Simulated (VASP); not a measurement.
Input of a VASP 6.6.1 run:

INCAR

```
SYSTEM = Mg
  PREC = Accurate
  ENCUT = 520
  EDIFF = 1E-7
  ISMEAR = -1
  SIGMA = 0.03
  LREAL = .FALSE.
  LASPH = .TRUE.
  NELM = 100
  ALGO = Normal
  ISIF = 2
  LWAVE = .FALSE.
  LCHARG = .TRUE.
  LELF = .TRUE.
  LVHAR = .TRUE.
  NBANDS = 7
```

Contents of KPOINTS:

```
Automatic mesh
0
G
  16 16 16
  0 0 0
```

POSCAR

```
Mg
1.0
    0.0000000000      2.2367500710      2.2367500710
    2.2367500710      0.0000000000      2.2367500710
    2.2367500710      2.2367500710      0.0000000000
Mg
1
Direct
    0.0000000000      0.0000000000      0.0000000000
```

Potentials or basis: VASP PAW LDA potentials, release 64 (Mg).

Command:

```console
$ cat potpaw_LDA.64/Mg/POTCAR > POTCAR
$ mpirun -np 1 vasp_std > vasp.out
```

Q: What does it give for the pressure?

A: -1.3 GPa.

Q: Predict the band gap on the k mesh.

A: Zero (bands 1 and 2 overlap by 2.79 eV).
